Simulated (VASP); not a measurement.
Wanted: the native input for a VASP 6.6.1 run.

```
Task                   : single point
Functional             : PBE
Potentials or basis    : VASP PAW PBE potentials, release 64 (Ni, C)
Cutoff                 : 520 eV
k mesh                 : 6 × 6 × 4
Occupations            : gaussian, width 0.1 eV
Spin                   : no spin polarisation
Dipole correction      : no
Further INCAR settings : ALGO = Normal; EDIFF = 1e-06; NBANDS = 26
```

The structure of NiC6 lies in POSCAR:

```
NiC6
1.0
    3.7374450722     -0.0076144747     -0.1753800821
   -0.6088986600      3.7156987703     -0.0006180100
   -1.5930099174     -0.5538143207      4.2624922168
Ni C
1 6
Direct
    0.7353229739      0.0659149595      0.9701998759
    0.5211112043      0.5004450813      0.9174346077
    0.4536173011      0.7946930195      0.4382976089
    0.5329688261      0.1754379797      0.4999097871
    0.8328564578      0.3524124415      0.3787539014
    0.2886838400      0.4584609317      0.5605487021
    0.6354393969      0.6526355866      0.2348555168
```

One way to write it, as run:

INCAR

```
PREC     = Accurate       # precision mode
ENCUT    = 520            # plane-wave cutoff, eV
EDIFF    = 1E-6           # SCF threshold, eV
ISMEAR   = 0              # smearing method
SIGMA    = 0.1            # smearing width, eV
LREAL    = False          # projectors in reciprocal space
LASPH    = True           # aspherical terms in the spheres
NELM     = 100            # most SCF steps
ALGO     = Normal         # electronic algorithm
ISIF     = 2              # what is computed and relaxed
LWAVE    = False          # write WAVECAR
LCHARG   = False          # write CHGCAR
GGA      = PE             # functional
NBANDS   = 26             # bands
```

KPOINTS

```
regular mesh
0
Gamma
  6 6 4
```

Potentials or basis: VASP PAW PBE potentials, release 64 (Ni, C).

Launch:

```sh
$ cat potpaw_PBE.64/Ni/POTCAR potpaw_PBE.64/C/POTCAR > POTCAR
$ mpirun -np 1 vasp_std > vasp.out
```

It gave:

| Item | Value |
| --- | --- |
| Pressure | 0.3 GPa |
| Largest force | 0.037 eV/Å |
| Band gap on the k mesh | 0.90 eV (least direct gap 1.42 eV) |

It took 54 s on 1 thread of Intel(R) Xeon(R) 6975P-C (Granite Rapids) (shared host), peak memory 0.23 GiB.
